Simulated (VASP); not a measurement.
# GaAs in VASP: a series of runs, part 2 of 2

VASP 6.6.1. Earlier steps stand in the parts before.

## (6) Single point, PBE (strain -0.025 along x and y, -0.050 along z)

INCAR

```
SYSTEM = GaAs
  PREC = Accurate
  ENCUT = 520
  EDIFF = 1E-6
  ISMEAR = 0
  SIGMA = 0.05
  LREAL = .False.
  LASPH = .True.
  NELM = 60
  ALGO = Normal
  ISIF = 2
  LWAVE = .False.
  LCHARG = .True.
  GGA = PE
  LELF = .True.
  LVHAR = .True.
  NBANDS = 16
```

KPOINTS

```
Automatic mesh
0
Gamma
  10 10 10
  0 0 0
```

POSCAR

```
GaAs
1.0
    0.0000000000      2.7561787500      2.6855075000
    2.7561787500      0.0000000000      2.6855075000
    2.7561787500      2.7561787500      0.0000000000
Ga As
1 1
Direct
    0.0000000000      0.0000000000      0.0000000000
    0.7500000000      0.7500000000      0.7500000000
```

Potentials or basis: VASP PAW PBE potentials, release 64 (Ga_d, As).

Run with:

```console
$ cat potpaw_PBE.64/Ga_d/POTCAR potpaw_PBE.64/As/POTCAR > POTCAR
$ mpirun -np 1 vasp_std > vasp.out
```

OUTCAR:

```text
SYSTEM = GaAs
   PREC = Accurate
   ENCUT = 520
   EDIFF = 1E-6
   ISMEAR = 0
   LREAL = .False.
   LASPH = .True.
   NELM = 60
   ISIF = 2
   GGA = PE

 ion  position               nearest neighbor table
   1  0.000  0.000  0.000-   2 2.37   2 2.37   2 2.37   2 2.37
   2  0.750  0.750  0.750-   1 2.37   1 2.37   1 2.37   1 2.37

  LATTYP: Found a body centered tetragonal cell.
 ALAT       =     3.8978253686
 C/A-ratio  =     1.3779516762

  Lattice vectors:

 A1 = (   0.0000000000,  -2.7561787500,  -2.6855075000)
 A2 = (   0.0000000000,   2.7561787500,  -2.6855075000)
 A3 = (   2.7561787500,   0.0000000000,   2.6855075000)

Analysis of symmetry for initial positions (statically):
=====================================================================
 Subroutine PRICEL returns:
 Original cell was already a primitive cell.

 Routine SETGRP: Setting up the symmetry group for a
 body centered tetragonal supercell.

 Subroutine GETGRP returns: Found  8 space group operations
 (whereof  8 operations were pure point group operations)
 out of a pool of 16 trial point group operations.

The static configuration has the point symmetry D_2d.

Analysis of symmetry for dynamics (positions and initial velocities):
=====================================================================
 Subroutine PRICEL returns:
 Original cell was already a primitive cell.

 Routine SETGRP: Setting up the symmetry group for a
 body centered tetragonal supercell.

 Subroutine GETGRP returns: Found  8 space group operations
 (whereof  8 operations were pure point group operations)
 out of a pool of 16 trial point group operations.

The dynamic configuration has the point symmetry D_2d.

 Subroutine INISYM returns: Found  8 space group operations
 (whereof  8 operations are pure point group operations),
 and found     1 'primitive' translations

----------------------------------------------------------------------------------------
[... 107 lines left out ...]
   EFERMI =   0.00;   METHOD = LEGACY
   ISMEAR =     0;   SIGMA  =   0.05  broadening in eV -4-tet -1-fermi 0-gaus
   EFERMI_NEDOS =   21; number of points for ismear=-14 and -15
   IALGO  =     38    algorithm
   IMIX   =      4    mixing-type and parameters
     AMIX     =   0.40;   BMIX     =  1.00
     AMIX_MAG =   1.60;   BMIX_MAG =  1.00
  volume/ion in A,a.u.               =      20.40       137.67
  Fermi-wavevector in a.u.,A,eV,Ry     =   1.246260  2.355090 21.132076  1.553164
  Thomas-Fermi vector in A             =   2.380445
   LORBIT       =      0    0 simple, 1 ext, 2 COOP (PROOUT), +10 PAW based schemes
   GGA     = PE    functional components
   LHFCALC =     F    Hartree Fock is set to
   AEXX    =    0.0000 exact exchange contribution
   IVDW    =     0    specifies the selected vdW correction
   LEPSILON=     F    determine dielectric tensor
   LRPA    =     F    only Hartree local field effects (RPA)
 non-spin polarized calculation
 Gauss-broadening in eV      SIGMA  =   0.05
  energy-cutoff  :      520.00
  volume of cell :       40.80
 maximum number of plane-waves:      1112
 NGX is ok and might be reduce to    30
   NGX = 15   NGY = 15   NGZ = 15

 number of electron      17.9999996 magnetization

 Free energy of the ion-electron system (eV)
  ---------------------------------------------------
  ext. energy  EPLUGINS =         0.00000000
  ---------------------------------------------------
  free energy    TOTEN  =        -8.03083114 eV

  energy without entropy =       -8.03083114  energy(sigma->0) =       -8.03083114

 E-fermi :   5.3281     XC(G=0): -10.0559

 val. band max:        5.0490966636   @ k =   0.0000   0.0000   0.0000
 cond. band min:       6.0459476967   @ k =   0.4000   0.4000   0.0000
 fundamental gap:      0.9968510331
 Fermi energy:         5.3281240122

 k-point     1 :       0.0000    0.0000    0.0000
  band No.  band energies     occupation
      1     -10.0848      2.00000
      2     -10.0848      2.00000
      3     -10.0781      2.00000
      4      -9.9765      2.00000
      5      -9.9736      2.00000
      6      -8.5627      2.00000
[... 433 lines left out ...]
      3     -10.0309      2.00000
      4     -10.0061      2.00000
      5      -9.9588      2.00000
      6      -6.4861      2.00000
[... 8 lines left out ...]
     15      17.5400      0.00000
     16      18.6790      0.00000

 [... further k-points ...]
[... 5 lines left out ...]
  --------------------------------------------------------------------------------------
  -------------------------------------------------------------------------------------
  Total        3.2479288      3.2479288      3.6061885      0.0000000     -0.0000000      0.0000000
  in kB      127.5398644    127.5398644    141.6080289      0.0000000     -0.0000000      0.0000000
  external PRESSURE =     132.2292526 kB  Pullay stress =       0.0000000 kB

 VOLUME and BASIS-vectors are now :
 -----------------------------------------------------------------------------
  energy-cutoff  :      520.00
  volume of cell :       40.80
      direct lattice vectors                 reciprocal lattice vectors
     0.000000000  2.756178750  2.685507500    -0.181410585  0.181410585  0.186184548
     2.756178750  0.000000000  2.685507500     0.181410585 -0.181410585  0.186184548
     2.756178750  2.756178750  0.000000000     0.181410585  0.181410585 -0.186184548

 POSITION                                       TOTAL-FORCE (eV/Angst)
 -----------------------------------------------------------------------------------
      0.00000      0.00000      0.00000         0.000000      0.000000      0.000000
      4.13427      4.13427      4.02826        -0.000000     -0.000000     -0.000000
 -----------------------------------------------------------------------------------
    total drift:                               -0.000000     -0.000000     -0.000003

  FREE ENERGIE OF THE ION-ELECTRON SYSTEM (eV)
  ---------------------------------------------------
  free  energy   TOTEN  =        -8.0308311419 eV

  energy  without entropy=       -8.0308311419  energy(sigma->0) =       -8.03083114
```

stdout:

```text
POSCAR found type information on POSCAR GaAs
 POSCAR found :  2 types and       2 ions
 scaLAPACK will be used
 LDA part: xc-table for (Slater+PW92), standard interpolation
 POSCAR, INCAR and KPOINTS ok, starting setup
 FFT: planning ... GRIDC
 FFT: planning ... GRID_SOFT
 FFT: planning ... GRID
 WAVECAR not read
 entering main loop
```

Wall time 1.9 min (1 thread of AMD EPYC 7R43 (Zen 3), shared host); peak memory 0.18 GiB.

What came out:

| Property | Result |
| --- | --- |
| Free energy | -8.0308 eV |
| Pressure | 13.2 GPa |
| Band gap on the k mesh | 1.00 eV, indirect (least direct gap 1.21 eV) |

Caveat: the cell differs from its parent crystal (strain -0.025 along x and y, -0.050 along z). A k mesh can miss the band edges.

## (7) Summary

| cell | gap on the mesh (eV) | pressure (GPa) |
| --- | --- | --- |
| a = 4.098 Å, angles 60.0°, 2 atoms | none | -1.3 |
| a = 4.198 Å, angles 60.0°, 2 atoms | none | -4.6 |
| a = 3.848, b = 3.848, c = 3.798 Å, angles 60.4, 60.4, 59.1°, 2 atoms | 1.07 | 16.4 |
| a = 3.899, b = 3.899, c = 3.798 Å, angles 60.9, 60.9, 58.3°, 2 atoms | 0.99 | 13.2 |
| a = 3.848, b = 3.848, c = 3.898 Å, angles 59.6, 59.6, 60.9°, 2 atoms | 1.00 | 13.2 |

Alike in all rows: task single point; level PBE; potentials or basis VASP PAW PBE potentials, release 64 (Ga_d, As); no spin polarisation; k mesh 10 × 10 × 10; cutoff (eV) 520; smearing gaussian 0.05 eV.

Absolute energies hang on the potentials; compare differences alone.
